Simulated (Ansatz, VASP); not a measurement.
One calculation of B7N3, two programs

File INCAR:

```
  PREC = Accurate
  ENCUT = 520
  EDIFF = 1E-6
  ISMEAR = -1
  SIGMA = 0.1
  LREAL = F
  LASPH = T
  NELM = 80
  ALGO = Normal
  ISIF = 2
  LWAVE = F
  LCHARG = F
  GGA = PE
  NBANDS = 29
```

The input KPOINTS:

```
regular mesh
0
Gamma
  6 6 6
```

Contents of POSCAR:

```
B7N3
1.0
    2.8658880000      0.0000000000      0.0000000000
    1.4329440000     -8.5199400000      0.0000000000
    0.0000000000      0.0000000000     -2.8161500000
B N
7 3
Direct
    0.2050000000      0.5900000000      0.5000000000
    0.7950000000      0.4100000000      0.5000000000
    0.0950000000      0.8100000000      0.0000000000
    0.9050000000      0.1900000000      0.0000000000
    0.4030000000      0.1940000000      0.5000000000
    0.5970000000      0.8060000000      0.5000000000
    0.5000000000      0.0000000000      0.0000000000
    0.0000000000      0.0000000000      0.5000000000
    0.3170000000      0.3660000000      0.0000000000
    0.6830000000      0.6340000000      0.0000000000
```

Input for Ansatz:

```yaml
crystal:
  lattice:
    - [2.865888, 0.0, 0.0]
    - [1.432944, -8.51994, 0.0]
    - [0.0, 0.0, -2.81615]
  atoms:
    - { symbol: B, position: [0.205, 0.59, 0.5] }
    - { symbol: B, position: [0.795, 0.41, 0.5] }
    - { symbol: B, position: [0.095, 0.81, 0.0] }
    - { symbol: B, position: [0.905, 0.19, 0.0] }
    - { symbol: "N", position: [0.0, 0.0, 0.5] }
    - { symbol: B, position: [0.403, 0.194, 0.5] }
    - { symbol: B, position: [0.597, 0.806, 0.5] }
    - { symbol: B, position: [0.5, 0.0, 0.0] }
    - { symbol: "N", position: [0.317, 0.366, 0.0] }
    - { symbol: "N", position: [0.683, 0.634, 0.0] }
  symmetry: { tolerance: 0.0003 }
kpoints:
  mp_grid: { grid: [6, 6, 6], shift: [0, 0, 0] }
  band_path:
    path:
      - [0.0, 0.0, 0.0]
      - [0.0, -0.5, 0.0]
      - [0.48585655, -0.25707173, 0.0]
      - [0.51414345, 0.25707173, 0.0]
      - [0.0, 0.0, 0.0]
      - [0.0, 0.0, -0.5]
      - [0.51414345, 0.25707173, -0.5]
      - [0.48585655, -0.25707173, -0.5]
      - [0.0, -0.5, -0.5]
      - [0.0, -0.5, 0.0]
      - [0.0, 0.0, 0.0]
    npoints: 6
magnetization:
  spin_polarized: false
scf:
  occupations: { method: fermi_dirac }
  lower_state_search: "off"
  max_iter: 200
hamiltonian:
  pseudopotentials: { kind: paw }
  xc: pbe
basis:
  ecutwfc: 420
  fft_grid_basis: typed
output:
  forces: true
  stress: true
  eigenvalues: true
  bader: true
  populations: true
  elf: true
  write_potential: true
  volumetric_format: npy
  dos:
    e_range: [-12, 8]
    de: 0.05
    projected: { site_lists: { B: [B], "N": ["N"] } }
checkpoint:
  read: saved_state
```

Alike in both runs: task single point; functional PBE; k mesh 6 × 6 × 6; no spin polarisation.

|  | VASP | Ansatz |
| --- | --- | --- |
| version | VASP 6.6.1 | Ansatz 0.2.0 |
| potentials or method | VASP PAW PBE potentials, release 64 (B, N), cutoff 520 eV | PAW plane waves |
| occupations | fermi-dirac, width 0.1 eV | fermi-dirac |
| valence electrons in the cell | 36 | 36 |

```tsv
	VASP	Ansatz	Ansatz less VASP
pressure (GPa)	-9.2	-9.1	+0.06
rms of the force components (eV/Å)	0.250	0.251	+0.0017
```

The k mesh is coarse, so the values compare programs but aren't converged.
